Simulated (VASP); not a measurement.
Write the native input for VASP 6.6.1 that does the following.

- Task: single point
- Functional: LDA
- Potentials or basis: VASP PAW LDA potentials, release 64 (Sr_sv, Sn_d, N, O)
- Cutoff: 520 eV
- k mesh: 4 × 4 × 4
- Occupations: gaussian, width 0.05 eV
- Spin: no spin polarisation
- Dipole correction: no
- Further INCAR settings: ALGO = Normal; EDIFF = 1e-06; NBANDS = 60

The structure of Sr6Sn2NO lies in POSCAR:

```
Sr6Sn2NO
1.0
    0.0000000000      4.9428267163      4.9428267163
    4.9428267163      0.0000000000      4.9428267163
    4.9428267163      4.9428267163      0.0000000000
Sr Sn N O
6 2 1 1
Direct
    0.2479640000      0.7520360000      0.7520360000
    0.2479640000      0.7520360000      0.2479640000
    0.7520360000      0.2479640000      0.7520360000
    0.7520360000      0.7520360000      0.2479640000
    0.2479640000      0.2479640000      0.7520360000
    0.7520360000      0.2479640000      0.2479640000
    0.2500000000      0.2500000000      0.2500000000
    0.7500000000      0.7500000000      0.7500000000
    0.0000000000      0.0000000000      0.0000000000
    0.5000000000      0.5000000000      0.5000000000
```

These files were run (other wordings do the same):

INCAR

```
SYSTEM = Sr6Sn2NO
PREC = Accurate ; ENCUT = 520
EDIFF = 1E-6 ; ISMEAR = 0
SIGMA = 0.05 ; LREAL = .False.
LASPH = .True. ; NELM = 100
ALGO = Normal ; ISIF = 2
LWAVE = .False. ; LCHARG = .False.
NBANDS = 60
```

KPOINTS

```
Automatic mesh
0
Gamma
  4 4 4
  0 0 0
```

Potentials or basis: VASP PAW LDA potentials, release 64 (Sr_sv, Sn_d, N, O).

The run is started by

```sh
$ cat potpaw_LDA.64/Sr_sv/POTCAR potpaw_LDA.64/Sn_d/POTCAR potpaw_LDA.64/N/POTCAR potpaw_LDA.64/O/POTCAR > POTCAR
$ mpirun -np 1 vasp_std > vasp.out
```

Results of the run:

| Item | Value |
| --- | --- |
| Pressure | 5.1 GPa |
| Largest force | 0.225 eV/Å |
| Band gap on the k mesh | zero (an odd number of electrons rules out a gap without spin polarisation) |

Caveat: the cell stands under pressure; spin-orbit coupling is left out, which moves the levels of the heavy elements; an odd number of electrons without spin polarisation forces a metal; a magnetic or distorted state may lie lower.

It took 5.4 min on 1 thread of Intel Xeon 8259CL (shared host), peak memory 0.37 GiB.
